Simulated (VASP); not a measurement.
# RbBr (I4/mmm) in VASP: a series of runs

Runs on RbBr. Level: PBEsol. Tasks: single point.

All numbers are computed with VASP 6.6.1; they aren't measurements. Logs are shortened: lines on timing, memory, paths and dates and some standing lists are left out, and cuts for length are marked.

## Step 1: The cell of the first run

The structure is tetragonal, space group I4/mmm (No. 139). The conventional cell has a = 4.441 Å, b = 4.441 Å, c = 8.165 Å, α = 90.00°, β = 90.00°, γ = 90.00°. Rb (site symmetry 4/mmm) has 6 Br at 3.14 to 4.08 Å within 4.1 Å. Within 4.1 Å of Br (site symmetry 4/mmm) lie 6 Rb at 3.14 to 4.08 Å.

## Step 2: Single point, PBEsol

The input, INCAR:

```
ALGO = Normal
EDIFF = 1E-7
ENCUT = 520
GGA = PS
ISIF = 2
ISMEAR = 0
LASPH = T
LCHARG = F
LREAL = F
LWAVE = F
NBANDS = 15
NELM = 60
PREC = Accurate
SIGMA = 0.05
```

The input, KPOINTS:

```
k-points
0
Gamma
  6 6 6
```

The input, POSCAR:

```
RbBr
1.0
    0.0000000000      3.1404822710      4.0826269524
    3.1404822710      0.0000000000      4.0826269524
    3.1404822710      3.1404822710      0.0000000000
Rb Br
1 1
Direct
    0.0000000000      0.0000000000      0.0000000000
    0.5000000000      0.5000000000      0.5000000000
```

Potentials or basis: VASP PAW PBE potentials, release 64 (Rb_sv, Br).

Launch:

```console
cat potpaw_PBE.64/Rb_sv/POTCAR potpaw_PBE.64/Br/POTCAR > POTCAR
mpirun -np 1 vasp_std > vasp.out
```

OUTCAR:

```text
EDIFF = 1E-7
   ENCUT = 520
   GGA = PS
   ISIF = 2
   ISMEAR = 0
   LASPH = T
   LREAL = F
   NELM = 60
   PREC = Accurate

 ion  position               nearest neighbor table
   1  0.000  0.000  0.000-   2 3.14   2 3.14   2 3.14   2 3.14   2 4.08   2 4.08
   2  0.500  0.500  0.500-   1 3.14   1 3.14   1 3.14   1 3.14   1 4.08   1 4.08

  LATTYP: Found a body centered tetragonal cell.
 ALAT       =     4.4413126200
 C/A-ratio  =     1.8384776311

  Lattice vectors:

 A1 = (  -3.1404822710,   0.0000000000,   4.0826269524)
 A2 = (   3.1404822710,   0.0000000000,   4.0826269524)
 A3 = (   0.0000000000,   3.1404822710,  -4.0826269524)

Analysis of symmetry for initial positions (statically):
=====================================================================
 Subroutine PRICEL returns:
 Original cell was already a primitive cell.

 Routine SETGRP: Setting up the symmetry group for a
 body centered tetragonal supercell.

 Subroutine GETGRP returns: Found 16 space group operations
 (whereof 16 operations were pure point group operations)
 out of a pool of 16 trial point group operations.

The static configuration has the point symmetry D_4h.

Analysis of symmetry for dynamics (positions and initial velocities):
=====================================================================
 Subroutine PRICEL returns:
 Original cell was already a primitive cell.

 Routine SETGRP: Setting up the symmetry group for a
 body centered tetragonal supercell.

 Subroutine GETGRP returns: Found 16 space group operations
 (whereof 16 operations were pure point group operations)
 out of a pool of 16 trial point group operations.

The dynamic configuration has the point symmetry D_4h.

 Subroutine INISYM returns: Found 16 space group operations
 (whereof 16 operations are pure point group operations),
 and found     1 'primitive' translations

----------------------------------------------------------------------------------------

                                     Primitive cell

  volume of cell :      80.5309

  direct lattice vectors                    reciprocal lattice vectors
     0.000000000  3.140482271  4.082626952    -0.159211216  0.159211216  0.122470166
     3.140482271  0.000000000  4.082626952     0.159211216 -0.159211216  0.122470166
     3.140482271  3.140482271  0.000000000     0.159211216  0.159211216 -0.122470166

  length of vectors
     5.150773896  5.150773896  4.441312620     0.256311069  0.256311069  0.256311069

  position of ions in fractional coordinates (direct lattice)
     0.000000000  0.000000000  0.000000000
     0.500000000  0.500000000  0.500000000

  ion indices of the primitive-cell ions
   primitive index   ion index
                 1           1
                 2           2

----------------------------------------------------------------------------------------

 KPOINTS: k-points

Automatic generation of k-mesh.
 Grid dimensions read from file:
 generate k-points for:    6    6    6

 Generating k-lattice:

  Cartesian coordinates                     Fractional coordinates (reciprocal lattice)
    -0.026535203  0.026535203  0.020411694     0.166666667  0.000000000  0.000000000
     0.026535203 -0.026535203  0.020411694     0.000000000  0.166666667  0.000000000
     0.026535203  0.026535203 -0.020411694     0.000000000  0.000000000  0.166666667

  Length of vectors
     0.042718511  0.042718511  0.042718511

  Shift w.r.t. Gamma in fractional coordinates (k-lattice)
     0.000000000  0.000000000  0.000000000

 Subroutine IBZKPT returns following result:
 ===========================================

 Found     30 irreducible k-points:

 Following reciprocal coordinates:
            Coordinates               Weight
  0.000000  0.000000  0.000000      1.000000
  0.166667 -0.000000  0.000000      8.000000
  0.333333  0.000000  0.000000      8.000000
  0.500000  0.000000  0.000000      4.000000
  0.166667  0.166667  0.000000      2.000000
  0.333333  0.166667  0.000000      8.000000
[... 16 lines left out ...]
  0.333333  0.000000  0.333333      4.000000
  0.500000 -0.000000  0.333333     16.000000
 [... further k-points ...]
   k-points           NKPTS =     30   k-points in BZ     NKDIM =     30   number of bands    NBANDS=     15
   number of dos      NEDOS =    301   number of ions     NIONS =      2
   total plane-waves  NPLWV =  57600
   dimension x,y,z NGX =    40 NGY =   40 NGZ =   36
   dimension x,y,z NGXF=    80 NGYF=   80 NGZF=   72
   ions per type =               1   1
   NGX,Y,Z   is equivalent  to a cutoff of  12.91, 12.91, 13.48 a.u.
   NGXF,Y,Z  is equivalent  to a cutoff of  25.82, 25.82, 26.95 a.u.
 SYSTEM =  unknown system
   PREC   = accura    normal or accurate (medium, high low for compatibility)
   ISTART =      0    job   : 0-new  1-cont  2-samecut
   ICHARG =      2    charge: 1-file 2-atom 10-const
   ISPIN  =      1    spin polarized calculation?
   LNONCOLLINEAR =      F non collinear calculations
   LSORBIT =      F    spin-orbit coupling
   LASPH  =      T    aspherical Exc in radial PAW
   ENCUT  =  520.0 eV  38.22 Ry    6.18 a.u.   9.58  9.58  8.26*2*pi/ulx,y,z
   NELM   =     60;   NELMIN=  2; NELMDL= -5     # of ELM steps
   EDIFF  = 0.1E-06   stopping-criterion for ELM
   LREAL  =      F    real-space projection
   EDIFFG = 0.1E-05   stopping-criterion for IOM
   NSW    =      0    number of steps for IOM
   IBRION =     -1    ionic relax: 0-MD 1-quasi-New 2-CG
   NFREE  =      0    steps in history (QN), initial steepest desc. (CG)
   ISIF   =      2    stress and relaxation
   ISYM   =      2    0-nonsym 1-usesym 2-fastsym
   POTIM  = 0.5000    time-step for ionic-motion
   TEBEG  =    0.0;   TEEND  =   0.0 temperature during run
   PSTRESS=    0.0 pullay stress
   NELECT =      16.0000    total number of electrons
   NUPDOWN=      -1.0000    fix difference up-down
   EMIN   =  10.00;   EMAX   =-10.00  energy-range for DOS
   EFERMI =   0.00;   METHOD = LEGACY
   ISMEAR =     0;   SIGMA  =   0.05  broadening in eV -4-tet -1-fermi 0-gaus
   EFERMI_NEDOS =   21; number of points for ismear=-14 and -15
   IALGO  =     38    algorithm
   IMIX   =      4    mixing-type and parameters
     AMIX     =   0.40;   BMIX     =  1.00
     AMIX_MAG =   1.60;   BMIX_MAG =  1.00
  volume/ion in A,a.u.               =      40.27       271.72
  Fermi-wavevector in a.u.,A,eV,Ry     =   0.955273  1.805204 12.415941  0.912546
  Thomas-Fermi vector in A             =   2.084095
   LORBIT       =      0    0 simple, 1 ext, 2 COOP (PROOUT), +10 PAW based schemes
   GGA     = PS    functional components
   LHFCALC =     F    Hartree Fock is set to
   AEXX    =    0.0000 exact exchange contribution
   IVDW    =     0    specifies the selected vdW correction
   LEPSILON=     F    determine dielectric tensor
   LRPA    =     F    only Hartree local field effects (RPA)
 non-spin polarized calculation
 Gauss-broadening in eV      SIGMA  =   0.05
  energy-cutoff  :      520.00
  volume of cell :       80.53
 maximum number of plane-waves:      2186
 NGX is ok and might be reduce to    40

 number of electron      16.0000001 magnetization

 Free energy of the ion-electron system (eV)
  ---------------------------------------------------
  ext. energy  EPLUGINS =         0.00000000
  ---------------------------------------------------
  free energy    TOTEN  =        -6.08655485 eV

  energy without entropy =       -6.08655485  energy(sigma->0) =       -6.08655485

 E-fermi :  -1.4347     XC(G=0):  -7.2901

 val. band max:       -1.6926322537   @ k =   0.0000   0.0000   0.0000
 cond. band min:       2.3010101036   @ k =   0.0000   0.0000   0.0000
 fundamental gap:      3.9936423573
 Fermi energy:        -1.4346705864

 k-point     1 :       0.0000    0.0000    0.0000
  band No.  band energies     occupation
      1     -26.0672      2.00000
      2     -14.1016      2.00000
      3     -10.2228      2.00000
      4     -10.2116      2.00000
      5     -10.2116      2.00000
      6      -1.9847      2.00000
      7      -1.6926      2.00000
      8      -1.6926      2.00000
      9       2.3010      0.00000
     10       4.4386      0.00000
     11       6.0699      0.00000
     12       6.0699      0.00000
     13       6.0878      0.00000
     14       6.8417      0.00000
     15       9.3165      0.00000

 k-point     2 :       0.1667   -0.0000    0.0000
  band No.  band energies     occupation
      1     -26.0633      2.00000
      2     -14.1385      2.00000
      3     -10.2292      2.00000
      4     -10.1944      2.00000
      5     -10.1537      2.00000
      6      -2.1397      2.00000
      7      -2.0080      2.00000
      8      -1.8610      2.00000
      9       2.8650      0.00000
     10       4.8540      0.00000
     11       5.8341      0.00000
     12       6.3565      0.00000
     13       6.6052      0.00000
     14       7.3984      0.00000
     15      10.3467      0.00000

 k-point     3 :       0.3333    0.0000    0.0000
  band No.  band energies     occupation
      1     -26.0555      2.00000
      2     -14.2103      2.00000
      3     -10.2420      2.00000
      4     -10.1593      2.00000
      5     -10.0358      2.00000
      6      -2.7273      2.00000
      7      -2.1970      2.00000
      8      -2.1703      2.00000
      9       4.0250      0.00000
     10       5.4140      0.00000
     11       6.3377      0.00000
     12       7.1648      0.00000
     13       7.7947      0.00000
     14       8.7942      0.00000
     15       8.8689      0.00000
[... 343 lines left out ...]
 k-point    23 :       0.3333    0.0000    0.3333
  band No.  band energies     occupation
      1     -26.0473      2.00000
      2     -14.1285      2.00000
      3     -10.3841      2.00000
      4     -10.2285      2.00000
      5     -10.2057      2.00000
      6      -2.5174      2.00000
      7      -2.0910      2.00000
      8      -1.8990      2.00000
      9       4.1033      0.00000
     10       4.2557      0.00000
     11       7.4164      0.00000
     12       7.7921      0.00000
     13       7.8389      0.00000
     14       8.5958      0.00000
     15       8.6968      0.00000

 k-point    24 :       0.5000   -0.0000    0.3333
  band No.  band energies     occupation
      1     -26.0439      2.00000
      2     -14.0968      2.00000
      3     -10.3932      2.00000
      4     -10.3358      2.00000
      5     -10.2367      2.00000
      6      -2.2738      2.00000
      7      -2.1277      2.00000
      8      -2.0497      2.00000
      9       4.1286      0.00000
     10       5.2327      0.00000
     11       6.7502      0.00000
     12       7.9047      0.00000
     13       8.1510      0.00000
     14       8.4885      0.00000
     15       8.9889      0.00000

 [... further k-points ...]

------------------------ aborting loop because EDIFF is reached ----------------------------------------

  FORCE on cell =-STRESS in cart. coord.  units (eV):
  Direction    XX          YY          ZZ          XY          YZ          ZX
  --------------------------------------------------------------------------------------
  -------------------------------------------------------------------------------------
  Total        2.3372506      2.3372506     -0.6756275      0.0000000     -0.0000000      0.0000000
  in kB       46.5000562     46.5000562    -13.4417408      0.0000000     -0.0000000      0.0000000
  external PRESSURE =      26.5194572 kB  Pullay stress =       0.0000000 kB

 VOLUME and BASIS-vectors are now :
 -----------------------------------------------------------------------------
  energy-cutoff  :      520.00
  volume of cell :       80.53
      direct lattice vectors                 reciprocal lattice vectors
     0.000000000  3.140482271  4.082626952    -0.159211216  0.159211216  0.122470166
     3.140482271  0.000000000  4.082626952     0.159211216 -0.159211216  0.122470166
     3.140482271  3.140482271  0.000000000     0.159211216  0.159211216 -0.122470166

 POSITION                                       TOTAL-FORCE (eV/Angst)
 -----------------------------------------------------------------------------------
      0.00000      0.00000      0.00000         0.000000     -0.000000      0.000000
      3.14048      3.14048      4.08263        -0.000000      0.000000     -0.000000
 -----------------------------------------------------------------------------------
    total drift:                                0.000000     -0.000000     -0.000000

  FREE ENERGIE OF THE ION-ELECTRON SYSTEM (eV)
  ---------------------------------------------------
  free  energy   TOTEN  =        -6.0865548486 eV

  energy  without entropy=       -6.0865548486  energy(sigma->0) =       -6.08655485
```

Wall time 66 s (1 thread of Intel Xeon 8259CL, shared host); peak memory 0.24 GiB.

What came out:

```
Free energy            : -6.0866 eV
Pressure               : 2.7 GPa
Band gap on the k mesh : 3.99 eV
```

Stress tensor (GPa, compression positive):
```
 4.65  0.00  0.00
 0.00  4.65  0.00
 0.00  0.00 -1.34
```

Caveat: the PAW data sets were made with another functional, which shifts forces and pressure a little.

## Step 3: Single point, PBEsol

This run uses another cell than the first one, of the same volume but with other edges.

The input, INCAR:

```
SYSTEM = RbBr
PREC = Accurate ; ENCUT = 520
EDIFF = 1E-6 ; ISMEAR = 0
SIGMA = 0.05 ; LREAL = .False.
LASPH = .True. ; NELM = 80
ALGO = Normal ; ISIF = 2
LWAVE = .False. ; LCHARG = .False.
GGA = PS ; NBANDS = 15
```

The input, KPOINTS:

```
regular mesh
0
Gamma
  6 6 6
  0 0 0
```

The input, POSCAR:

```
RbBr
1.0
    0.0000000000      3.5240997096      3.2421717328
    3.5240997096      0.0000000000      3.2421717328
    3.5240997096      3.5240997096      0.0000000000
Rb Br
1 1
Direct
    0.0000000000      0.0000000000      0.0000000000
    0.5000000000      0.5000000000      0.5000000000
```

Potentials or basis: VASP PAW PBE potentials, release 64 (Rb_sv, Br).

Launch:

```console
cat potpaw_PBE.64/Rb_sv/POTCAR potpaw_PBE.64/Br/POTCAR > POTCAR
mpirun -np 1 vasp_std > vasp.out
```

OUTCAR:

```text
SYSTEM = RbBr
   PREC = Accurate
   ENCUT = 520
   EDIFF = 1E-6
   ISMEAR = 0
   LREAL = .False.
   LASPH = .True.
   NELM = 80
   ISIF = 2
   GGA = PS

 ion  position               nearest neighbor table
   1  0.000  0.000  0.000-   2 3.24   2 3.24   2 3.52   2 3.52   2 3.52   2 3.52
   2  0.500  0.500  0.500-   1 3.24   1 3.24   1 3.52   1 3.52   1 3.52   1 3.52

  LATTYP: Found a body centered tetragonal cell.
 ALAT       =     4.9838296045
 C/A-ratio  =     1.3010764774

  Lattice vectors:

 A1 = (   0.0000000000,  -3.5240997096,  -3.2421717328)
[... 619 lines left out ...]

  FORCE on cell =-STRESS in cart. coord.  units (eV):
  Direction    XX          YY          ZZ          XY          YZ          ZX
  --------------------------------------------------------------------------------------
  -------------------------------------------------------------------------------------
  Total       -0.3384959     -0.3384959      1.1556040      0.0000000      0.0000000     -0.0000000
  in kB       -6.7344409     -6.7344409     22.9909663      0.0000000      0.0000000     -0.0000000
  external PRESSURE =       3.1740281 kB  Pullay stress =       0.0000000 kB

 VOLUME and BASIS-vectors are now :
 -----------------------------------------------------------------------------
  energy-cutoff  :      520.00
  volume of cell :       80.53
      direct lattice vectors                 reciprocal lattice vectors
     0.000000000  3.524099710  3.242171733    -0.141880208  0.141880208  0.154217617
     3.524099710  0.000000000  3.242171733     0.141880208 -0.141880208  0.154217617
     3.524099710  3.524099710  0.000000000     0.141880208  0.141880208 -0.154217617

 POSITION                                       TOTAL-FORCE (eV/Angst)
 -----------------------------------------------------------------------------------
      0.00000      0.00000      0.00000        -0.000000      0.000000     -0.000000
      3.52410      3.52410      3.24217         0.000000     -0.000000      0.000000
 -----------------------------------------------------------------------------------
    total drift:                                0.000000      0.000000      0.000000

  FREE ENERGIE OF THE ION-ELECTRON SYSTEM (eV)
  ---------------------------------------------------
  free  energy   TOTEN  =        -6.3167803338 eV

  energy  without entropy=       -6.3167803338  energy(sigma->0) =       -6.31678033
```

Run time: 61 s. Hardware: 1 thread of Intel Xeon 8259CL, shared host; peak memory 0.23 GiB.

What came out:

```
Free energy            : -6.3168 eV
Pressure               : 0.3 GPa
Band gap on the k mesh : 4.11 eV
```

Stress tensor (GPa, compression positive):
```
-0.67  0.00  0.00
 0.00 -0.67  0.00
 0.00  0.00  2.30
```

Caveat: the PAW data sets were made with another functional, which shifts forces and pressure a little.

## Step 4: Single point, PBEsol

This run uses another cell than the first one, of the same volume but with other edges.

The input, INCAR:

```
PREC = Accurate
ENCUT = 520
EDIFF = 1E-6
ISMEAR = 0
SIGMA = 0.05
LREAL = F
LASPH = T
NELM = 100
ALGO = Normal
ISIF = 2
LWAVE = F
LCHARG = F
GGA = PS
NBANDS = 15
```

The input, KPOINTS:

```
Automatic mesh
0
Gamma
  6 6 6
```

The input, POSCAR:

```
RbBr
1.0
    0.0000000000      3.3203196968      3.6523516665
    3.3203196968      0.0000000000      3.6523516665
    3.3203196968      3.3203196968      0.0000000000
Rb Br
1 1
Direct
    0.0000000000      0.0000000000      0.0000000000
    0.5000000000      0.5000000000      0.5000000000
```

Launch:

```console
cat potpaw_PBE.64/Rb_sv/POTCAR potpaw_PBE.64/Br/POTCAR > POTCAR
mpirun -np 1 vasp_std > vasp.out
```

Wall time 63 s (1 thread of Intel Xeon 8259CL, shared host); peak memory 0.24 GiB.

It converged, with:

- Free energy: -6.3163 eV
- Pressure: 0.4 GPa
- Band gap on the k mesh: 4.16 eV

Stress tensor (GPa, compression positive):
```
 1.13  0.00  0.00
 0.00  1.13  0.00
 0.00  0.00 -1.19
```

Levels at points of the mesh, in eV from the valence-band top:
```tsv
k point	band 6	band 7	band 8	band 9	band 10	band 11
(0.00, 0.00, 0.00)	-0.10	0.00	0.00	4.16	6.79	7.38
(0.50, 0.00, 0.00)	-1.07	-0.43	-0.41	6.62	7.53	9.38
(0.50, 0.50, 0.00)	-0.62	-0.12	-0.12	5.51	6.93	8.73
(0.50, 0.00, 0.50)	-0.45	-0.25	-0.20	5.45	7.02	9.10
```

Caveat: the PAW data sets were made with another functional, which shifts forces and pressure a little.

(Part 1 of 4 ends here.)
